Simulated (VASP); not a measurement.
# Ir (Pm-3m) in VASP: a series of runs

Runs on Ir. Level: PBE. Tasks: relaxation of cell and atoms.

Program: VASP 6.6.1. These are calculated values, not measurements. Logs are shortened: lines on timing, memory, paths and dates and some standing lists are left out, and cuts for length are marked.

## 1. The cell of the first run

The structure is cubic, space group Pm-3m (No. 221). Conventional cell: a = 2.490 Å, b = 2.490 Å, c = 2.490 Å, α = 90.00°, β = 90.00°, γ = 90.00°. Ir (site symmetry m-3m) has 6 Ir at 2.49 Å within 3.3 Å.

## 2. Relaxation of cell and atoms, PBE

INCAR reads:

```
SYSTEM = Ir
ALGO = Normal
EDIFF = 1E-7
EDIFFG = -0.03
ENCUT = 600
GGA = PE
IBRION = 2
ISIF = 3
ISMEAR = 1
LASPH = .TRUE.
LCHARG = .FALSE.
LREAL = .FALSE.
LWAVE = .FALSE.
NELM = 60
NSW = 60
PREC = Accurate
SIGMA = 0.1
```

KPOINTS reads:

```
k-points
0
G
  19 19 19
  0 0 0
```

POSCAR reads:

```
Ir
1.0
    2.4900000000      0.0000000000      0.0000000000
    0.0000000000      2.4900000000      0.0000000000
    0.0000000000      0.0000000000      2.4900000000
Ir
1
Direct
    0.0000000000      0.0000000000      0.0000000000
```

Potentials or basis: VASP PAW PBE potentials, release 64 (Ir).

Run with:

```sh
> cat potpaw_PBE.64/Ir/POTCAR > POTCAR
> mpirun -np 1 vasp_std > vasp.out
```

OUTCAR:

```text
SYSTEM = Ir
   EDIFF = 1E-7
   EDIFFG = -0.03
   ENCUT = 600
   GGA = PE
   IBRION = 2
   ISIF = 3
   ISMEAR = 1
   LASPH = .TRUE.
   LREAL = .FALSE.
   NELM = 60
   NSW = 60
   PREC = Accurate

 ion  position               nearest neighbor table
   1  0.000  0.000  0.000-

  LATTYP: Found a simple cubic cell.
 ALAT       =     2.4900000000

  Lattice vectors:

 A1 = (   2.4900000000,   0.0000000000,   0.0000000000)
 A2 = (   0.0000000000,   2.4900000000,   0.0000000000)
 A3 = (   0.0000000000,   0.0000000000,   2.4900000000)

Analysis of symmetry for initial positions (statically):
=====================================================================
 Subroutine PRICEL returns:
 Original cell was already a primitive cell.

 Routine SETGRP: Setting up the symmetry group for a
 simple cubic supercell.

 Subroutine GETGRP returns: Found 48 space group operations
 (whereof 48 operations were pure point group operations)
 out of a pool of 48 trial point group operations.

The static configuration has the point symmetry O_h .

Analysis of symmetry for dynamics (positions and initial velocities):
=====================================================================
 Subroutine PRICEL returns:
 Original cell was already a primitive cell.

 Routine SETGRP: Setting up the symmetry group for a
 simple cubic supercell.

 Subroutine GETGRP returns: Found 48 space group operations
 (whereof 48 operations were pure point group operations)
 out of a pool of 48 trial point group operations.

The dynamic configuration has the point symmetry O_h .

 Subroutine INISYM returns: Found 48 space group operations
 (whereof 48 operations are pure point group operations),
 and found     1 'primitive' translations

----------------------------------------------------------------------------------------

                                     Primitive cell

  volume of cell :      15.4382

  direct lattice vectors                    reciprocal lattice vectors
     2.490000000  0.000000000  0.000000000     0.401606426  0.000000000  0.000000000
     0.000000000  2.490000000  0.000000000     0.000000000  0.401606426  0.000000000
     0.000000000  0.000000000  2.490000000     0.000000000  0.000000000  0.401606426

  length of vectors
     2.490000000  2.490000000  2.490000000     0.401606426  0.401606426  0.401606426

  position of ions in fractional coordinates (direct lattice)
     0.000000000  0.000000000  0.000000000

  ion indices of the primitive-cell ions
   primitive index   ion index
                 1           1

----------------------------------------------------------------------------------------

 KPOINTS: k-points

Automatic generation of k-mesh.
 Grid dimensions read from file:
 generate k-points for:   19   19   19

 Generating k-lattice:

  Cartesian coordinates                     Fractional coordinates (reciprocal lattice)
     0.021137180  0.000000000  0.000000000     0.052631579  0.000000000  0.000000000
     0.000000000  0.021137180  0.000000000     0.000000000  0.052631579  0.000000000
     0.000000000  0.000000000  0.021137180     0.000000000  0.000000000  0.052631579

  Length of vectors
     0.021137180  0.021137180  0.021137180

  Shift w.r.t. Gamma in fractional coordinates (k-lattice)
     0.000000000  0.000000000  0.000000000

 Subroutine IBZKPT returns following result:
 ===========================================

 Found    220 irreducible k-points:

 Following reciprocal coordinates:
            Coordinates               Weight
  0.000000  0.000000  0.000000      1.000000
  0.052632  0.000000  0.000000      6.000000
  0.105263  0.000000  0.000000      6.000000
  0.157895  0.000000  0.000000      6.000000
  0.210526  0.000000  0.000000      6.000000
  0.263158  0.000000  0.000000      6.000000
[... 16 lines left out ...]
  0.263158  0.105263  0.000000     24.000000
  0.315789  0.105263  0.000000     24.000000
 [... further k-points ...]
   k-points           NKPTS =    220   k-points in BZ     NKDIM =    220   number of bands    NBANDS=      8
   number of dos      NEDOS =    301   number of ions     NIONS =      1
   total plane-waves  NPLWV =   8000
   dimension x,y,z NGX =    20 NGY =   20 NGZ =   20
   dimension x,y,z NGXF=    40 NGYF=   40 NGZF=   40
   ions per type =               1
   NGX,Y,Z   is equivalent  to a cutoff of  13.35, 13.35, 13.35 a.u.
   NGXF,Y,Z  is equivalent  to a cutoff of  26.71, 26.71, 26.71 a.u.
 SYSTEM =  Ir
   PREC   = accura    normal or accurate (medium, high low for compatibility)
   ISTART =      0    job   : 0-new  1-cont  2-samecut
   ICHARG =      2    charge: 1-file 2-atom 10-const
   ISPIN  =      1    spin polarized calculation?
   LNONCOLLINEAR =      F non collinear calculations
   LSORBIT =      F    spin-orbit coupling
   LASPH  =      T    aspherical Exc in radial PAW
   ENCUT  =  600.0 eV  44.10 Ry    6.64 a.u.   4.97  4.97  4.97*2*pi/ulx,y,z
   NELM   =     60;   NELMIN=  2; NELMDL= -5     # of ELM steps
   EDIFF  = 0.1E-06   stopping-criterion for ELM
   LREAL  =      F    real-space projection
   EDIFFG = -.3E-01   stopping-criterion for IOM
   NSW    =     60    number of steps for IOM
   IBRION =      2    ionic relax: 0-MD 1-quasi-New 2-CG
   NFREE  =      1    steps in history (QN), initial steepest desc. (CG)
   ISIF   =      3    stress and relaxation
   ISYM   =      2    0-nonsym 1-usesym 2-fastsym
   POTIM  = 0.5000    time-step for ionic-motion
   TEBEG  =    0.0;   TEEND  =   0.0 temperature during run
   PSTRESS=    0.0 pullay stress
   NELECT =       9.0000    total number of electrons
   NUPDOWN=      -1.0000    fix difference up-down
   EMIN   =  10.00;   EMAX   =-10.00  energy-range for DOS
   EFERMI =   0.00;   METHOD = LEGACY
   ISMEAR =     1;   SIGMA  =   0.10  broadening in eV -4-tet -1-fermi 0-gaus
   EFERMI_NEDOS =   21; number of points for ismear=-14 and -15
   IALGO  =     38    algorithm
   IMIX   =      4    mixing-type and parameters
     AMIX     =   0.40;   BMIX     =  1.00
     AMIX_MAG =   1.60;   BMIX_MAG =  1.00
  volume/ion in A,a.u.               =      15.44       104.18
  Fermi-wavevector in a.u.,A,eV,Ry     =   1.367591  2.584373 25.447056  1.870306
  Thomas-Fermi vector in A             =   2.493630
   LORBIT       =      0    0 simple, 1 ext, 2 COOP (PROOUT), +10 PAW based schemes
   GGA     = PE    functional components
   LHFCALC =     F    Hartree Fock is set to
   AEXX    =    0.0000 exact exchange contribution
   IVDW    =     0    specifies the selected vdW correction
   LEPSILON=     F    determine dielectric tensor
   LRPA    =     F    only Hartree local field effects (RPA)
 conjugate gradient relaxation of ions
 non-spin polarized calculation
 Methfessel and Paxton  Order N= 1 SIGMA  =   0.10
  energy-cutoff  :      600.00
  volume of cell :       15.44
 maximum number of plane-waves:       531
 NGX is ok and might be reduce to    20
   NGX =  9   NGY =  9   NGZ =  9

--------------------------------------- Ionic step        1  -------------------------------------------

 number of electron       9.0000000 magnetization

 Free energy of the ion-electron system (eV)
  ---------------------------------------------------
  ext. energy  EPLUGINS =         0.00000000
  ---------------------------------------------------
  free energy    TOTEN  =        -7.72098677 eV

  energy without entropy =       -7.72098042  energy(sigma->0) =       -7.72098466

------------------------ aborting loop because EDIFF is reached ----------------------------------------

  FORCE on cell =-STRESS in cart. coord.  units (eV):
  Direction    XX          YY          ZZ          XY          YZ          ZX
  --------------------------------------------------------------------------------------
  -------------------------------------------------------------------------------------
  Total        2.9113364      2.9113364      2.9113364      0.0000000      0.0000000     -0.0000000
  in kB      302.1377056    302.1377056    302.1377056      0.0000000      0.0000000     -0.0000000
  external PRESSURE =     302.1377056 kB  Pullay stress =       0.0000000 kB

 VOLUME and BASIS-vectors are now :
 -----------------------------------------------------------------------------
  energy-cutoff  :      600.00
  volume of cell :       15.44
      direct lattice vectors                 reciprocal lattice vectors
     2.490000000  0.000000000  0.000000000     0.401606426  0.000000000  0.000000000
     0.000000000  2.490000000  0.000000000     0.000000000  0.401606426  0.000000000
     0.000000000  0.000000000  2.490000000     0.000000000  0.000000000  0.401606426

 POSITION                                       TOTAL-FORCE (eV/Angst)
 -----------------------------------------------------------------------------------
      0.00000      0.00000      0.00000         0.000000      0.000000      0.000000
 -----------------------------------------------------------------------------------
    total drift:                                0.000000      0.000000      0.000000

  FREE ENERGIE OF THE ION-ELECTRON SYSTEM (eV)
  ---------------------------------------------------
  free  energy   TOTEN  =        -7.7209867741 eV

  energy  without entropy=       -7.7209804199  energy(sigma->0) =       -7.72098466

--------------------------------------- Ionic step        2  -------------------------------------------

 number of electron       9.0000001 magnetization

 E-fermi :   3.7676     XC(G=0): -11.1068

 val. band max:        3.7651692406   @ k =   0.2105   0.0526   0.0526
 cond. band min:       3.7682742132   @ k =   0.3684   0.2632   0.0000
 fundamental gap:      0.0031049726
 Fermi energy:         3.7675837063

 k-point     1 :       0.0000    0.0000    0.0000
  band No.  band energies     occupation
      1      -2.9333      2.00000
      2      -0.0586      2.00000
      3      -0.0586      2.00000
      4       4.5012     -0.00000
      5       4.5012     -0.00000
      6       4.5012     -0.00000
      7      17.4437      0.00000
      8      17.4437      0.00000

 k-point     2 :       0.0526    0.0000    0.0000
  band No.  band energies     occupation
      1      -2.8684      2.00000
      2      -0.0472      2.00000
      3      -0.0066      2.00000
      4       4.4486     -0.00000
      5       4.4486     -0.00000
      6       4.5053     -0.00000
      7      16.9058      0.00000
      8      17.5555      0.00000
[... 334 lines left out ...]
 POSITION                                       TOTAL-FORCE (eV/Angst)
 -----------------------------------------------------------------------------------
      0.00000      0.00000      0.00000         0.000000      0.000000      0.000000
 -----------------------------------------------------------------------------------
    total drift:                               -0.000000      0.000000      0.000000

  FREE ENERGIE OF THE ION-ELECTRON SYSTEM (eV)
  ---------------------------------------------------
  free  energy   TOTEN  =        -7.8548656841 eV

  energy  without entropy=       -7.8543175308  energy(sigma->0) =       -7.85468297

--------------------------------------- Ionic step        5  -------------------------------------------

 number of electron       9.0000000 magnetization

 Free energy of the ion-electron system (eV)
  ---------------------------------------------------
  ext. energy  EPLUGINS =         0.00000000
  ---------------------------------------------------
  free energy    TOTEN  =        -7.85491359 eV

  energy without entropy =       -7.85437271  energy(sigma->0) =       -7.85473330

 E-fermi :   7.4113     XC(G=0): -12.7432

 val. band max:        7.4050541198   @ k =   0.2105   0.0526   0.0526
 cond. band min:       7.4117844202   @ k =   0.2105   0.0526   0.0526
 fundamental gap:      0.0067303003
 Fermi energy:         7.4112943852

 k-point     1 :       0.0000    0.0000    0.0000
  band No.  band energies     occupation
      1      -1.6622      2.00000
      2       1.4987      2.00000
      3       1.4987      2.00000
      4       8.6917     -0.00000
      5       8.6917     -0.00000
      6       8.6917     -0.00000
      7      22.9928      0.00000
      8      22.9928      0.00000

 k-point     2 :       0.0526    0.0000    0.0000
  band No.  band energies     occupation
      1      -1.5761      2.00000
      2       1.5166      2.00000
      3       1.5809      2.00000
      4       8.5969     -0.00000
      5       8.5969     -0.00000
      6       8.6989     -0.00000
      7      22.3978      0.00000
      8      23.1548      0.00000
[... 264 lines left out ...]
 POSITION                                       TOTAL-FORCE (eV/Angst)
 -----------------------------------------------------------------------------------
      0.00000      0.00000      0.00000         0.000000      0.000000      0.000000
 -----------------------------------------------------------------------------------
    total drift:                               -0.000000      0.000000      0.000000

  FREE ENERGIE OF THE ION-ELECTRON SYSTEM (eV)
  ---------------------------------------------------
  free  energy   TOTEN  =        -7.8549135914 eV

  energy  without entropy=       -7.8543727138  energy(sigma->0) =       -7.85473330

 reached required accuracy - stopping structural energy minimisation
```

Run time: 34 s. Hardware: 1 thread of Intel Xeon 6975P-C (Granite Rapids), shared host; peak memory 0.16 GiB.

Results:

```
Free energy                            : -7.8549 eV
Relaxed volume                         : 17.00 Å³/atom
Relaxed cell                           : a = 2.571 Å, b = 2.571 Å, c = 2.571 Å, α = 90.00°, β = 90.00°, γ = 90.00°
Space group after relaxing (to 0.05 Å) : Pm-3m (No. 221)
Energy gained by relaxing              : 133.9 meV/atom
Ionic steps                            : 5
Pressure after relaxing                : 0.0 GPa
```

The path:
| step | energy change (eV) | largest force (eV/Å) | pressure (GPa) | volume (Å³) |
| --- | --- | --- | --- | --- |
| 1 | 0.0000 | 0.0000 | 30.21 | 15.44 |
| 2 | 0.7197 | 0.0000 | -33.86 | 22.90 |
| 3 | -0.1319 | 0.0000 | -2.99 | 17.22 |
| 4 | -0.1339 | 0.0000 | -0.46 | 17.04 |
| 5 | -0.1339 | 0.0000 | 0.01 | 17.00 |

Final structure:
```
Ir
1.0
     2.57142    0.00000    0.00000
     0.00000    2.57142    0.00000
     0.00000    0.00000    2.57142
Ir
1
Direct
  0.00000 0.00000 0.00000
```

Caveat: spin-orbit coupling is left out, which moves the levels of the heavy elements.

## 3. Relaxation of cell and atoms, PBE, target pressure 20 GPa, at which the enthalpy is minimised

INCAR reads:

```
  PREC = Accurate
  ENCUT = 600
  EDIFF = 1E-6
  ISMEAR = 1
  SIGMA = 0.1
  LREAL = F
  LASPH = T
  NELM = 80
  ALGO = Normal
  ISIF = 3
  LWAVE = F
  LCHARG = F
  GGA = PE
  IBRION = 2
  NSW = 60
  EDIFFG = -0.03
  PSTRESS = 200.0
```

KPOINTS reads:

```
Automatic mesh
0
Gamma
  19 19 19
```

POSCAR is that of step 2.

Potentials or basis: VASP PAW PBE potentials, release 64 (Ir).

Run with:

```sh
> cat potpaw_PBE.64/Ir/POTCAR > POTCAR
> mpirun -np 1 vasp_std > vasp.out
```

OUTCAR:

```text
PREC = Accurate
   ENCUT = 600
   EDIFF = 1E-6
   ISMEAR = 1
   LREAL = F
   LASPH = T
   NELM = 80
   ISIF = 3
   GGA = PE
   IBRION = 2
   NSW = 60
   EDIFFG = -0.03
   PSTRESS = 200.0

 ion  position               nearest neighbor table
   1  0.000  0.000  0.000-

  LATTYP: Found a simple cubic cell.
 ALAT       =     2.4900000000

  Lattice vectors:

 A1 = (   2.4900000000,   0.0000000000,   0.0000000000)
 A2 = (   0.0000000000,   2.4900000000,   0.0000000000)
 A3 = (   0.0000000000,   0.0000000000,   2.4900000000)

Analysis of symmetry for initial positions (statically):
=====================================================================
 Subroutine PRICEL returns:
 Original cell was already a primitive cell.

[... 290 lines left out ...]
 E-fermi :   8.4205     XC(G=0): -13.1358

 val. band max:        8.4157557757   @ k =   0.2105   0.0526   0.0526
 cond. band min:       8.4258030823   @ k =   0.4737   0.2632   0.0526
 fundamental gap:      0.0100473066
 Fermi energy:         8.4205419964

 k-point     1 :       0.0000    0.0000    0.0000
  band No.  band energies     occupation
      1      -1.2750      2.00000
      2       1.9064      2.00000
      3       1.9064      2.00000
      4       9.8698     -0.00000
      5       9.8698     -0.00000
      6       9.8698     -0.00000
      7      24.4589      0.00000
      8      24.4589      0.00000
[... 243 lines left out ...]
 k-point    24 :       0.3158    0.1053    0.0000
  band No.  band energies     occupation
      1       1.2532      2.00000
      2       2.7664      2.00000
      3       5.0378      2.00000
      4       7.4335      2.00000
      5       7.6264      2.00000
      6       9.7158     -0.00000
      7      17.2431      0.00000
      8      25.7718      0.00000

 [... further k-points ...]

------------------------ aborting loop because EDIFF is reached ----------------------------------------

  FORCE on cell =-STRESS in cart. coord.  units (eV):
  Direction    XX          YY          ZZ          XY          YZ          ZX
  --------------------------------------------------------------------------------------
  -------------------------------------------------------------------------------------
  Total        1.9765857      1.9765857      1.9765857      0.0000000     -0.0000000      0.0000000
  in kB      199.4400953    199.4400953    199.4400953      0.0000000     -0.0000000      0.0000000
  external PRESSURE =      -0.5599047 kB  Pullay stress =     200.0000000 kB
[... 20 lines left out ...]
  energy  without entropy=       -7.7893768563  energy(sigma->0) =       -7.78948198

  enthalpy is  TOTEN    =        -5.8073997879 eV   P V=        1.9821347506

 reached required accuracy - stopping structural energy minimisation
```

CONTCAR:

```text
Ir
   1.00000000000000
     2.5134558098662461   -0.0000000000000000   -0.0000000000000000
    -0.0000000000000000    2.5134558098662461   -0.0000000000000000
     0.0000000000000000    0.0000000000000000    2.5134558098662461
  Ir
     1
Direct
     0.0000000000000000    0.0000000000000000    0.0000000000000000

  0.00000000E+00  0.00000000E+00  0.00000000E+00
```

Run time: 23 s. Hardware: 1 thread of Intel Xeon 6975P-C (Granite Rapids), shared host; peak memory 0.17 GiB.

Results:

| Quantity | Value |
| --- | --- |
| Free energy | -7.7895 eV |
| Relaxed volume | 15.88 Å³/atom |
| Relaxed cell | a = 2.513 Å, b = 2.513 Å, c = 2.513 Å, α = 90.00°, β = 90.00°, γ = 90.00° |
| Space group after relaxing (to 0.05 Å) | Pm-3m (No. 221) |
| Energy change on relaxing (the enthalpy is what falls) | -68.5 meV/atom |
| Ionic steps | 4 |
| Pressure after relaxing | 19.9 GPa |

Step by step:
```
step  energy change (eV)  largest force (eV/Å)  pressure (GPa)  volume (Å³)
   1              0.0000                0.0000           30.21        15.44
   2             -0.1113                0.0000           -9.43        17.74
   3             -0.0712                0.0000           19.51        15.90
   4             -0.0685                0.0000           19.94        15.88
```

Final structure:
```
Ir
1.0
     2.51346    0.00000    0.00000
     0.00000    2.51346    0.00000
     0.00000    0.00000    2.51346
Ir
1
Direct
  0.00000 0.00000 0.00000
```

Caveat: the cell is relaxed towards a set pressure, so the enthalpy falls and the energy may rise; spin-orbit coupling is left out, which moves the levels of the heavy elements.

(Part 1 of 2 ends here.)
